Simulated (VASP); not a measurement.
A run of VASP 6.6.1:

Contents of POSCAR:

```
SrVO3
1.0
    3.8413954800      0.0000000000      0.0000000000
    0.0000000000      3.8413954800      0.0000000000
    0.0000000000      0.0000000000      3.8413954800
V O Sr
1 3 1
Direct
    0.0000000000      0.0000000000      0.0000000000
    0.5000000000      0.0000000000      0.0000000000
    0.0000000000      0.5000000000      0.0000000000
    0.0000000000      0.0000000000      0.5000000000
    0.5000000000      0.5000000000      0.5000000000
```

INCAR.step1

```
SYSTEM = SrVO3
PREC = Accurate ; ENCUT = 520
ISMEAR = -1 ; SIGMA = 0.1
LREAL = .FALSE. ; LASPH = .TRUE.
NELM = 150 ; ISPIN = 2
MAGMOM = 2 0 0 0 0 ; LMAXMIX = 4
NBANDS = 32 ; GGA = PE
ALGO = Normal ; EDIFF = 1E-4
LWAVE = .TRUE. ; LCHARG = .FALSE.
```

Contents of INCAR.step2:

```
SYSTEM = SrVO3
PREC = Accurate ; ENCUT = 520
EDIFF = 1E-6 ; ISMEAR = -1
SIGMA = 0.1 ; LREAL = .FALSE.
LASPH = .TRUE. ; NELM = 150
ALGO = Normal ; ISIF = 2
LWAVE = .FALSE. ; LCHARG = .FALSE.
ISPIN = 2 ; MAGMOM = 2 0 0 0 0
LORBIT = 11 ; LMAXMIX = 4
METAGGA = R2SCAN ; LMIXTAU = .TRUE.
NBANDS = 32 ; ISTART = 1
```

File KPOINTS:

```
regular mesh
0
G
  6 6 6
  0 0 0
```

Potentials or basis: VASP PAW PBE potentials, release 64 (V_sv, O, Sr_sv).

Command:

```sh
$ cat potpaw_PBE.64/V_sv/POTCAR potpaw_PBE.64/O/POTCAR potpaw_PBE.64/Sr_sv/POTCAR > POTCAR
$ cp INCAR.step1 INCAR
$ mpirun -np 1 vasp_std > vasp.out
$ cp INCAR.step2 INCAR
$ mpirun -np 1 vasp_std > vasp.out
```

Hardware: 1 thread of Oxide Virtual Turin-like Processor, on a shared host.

How long does it take, and how much memory?

It took 4 min on 1 thread of Oxide Virtual Turin-like Processor (shared host), peak memory 0.2 GiB. Counts: k points 20.
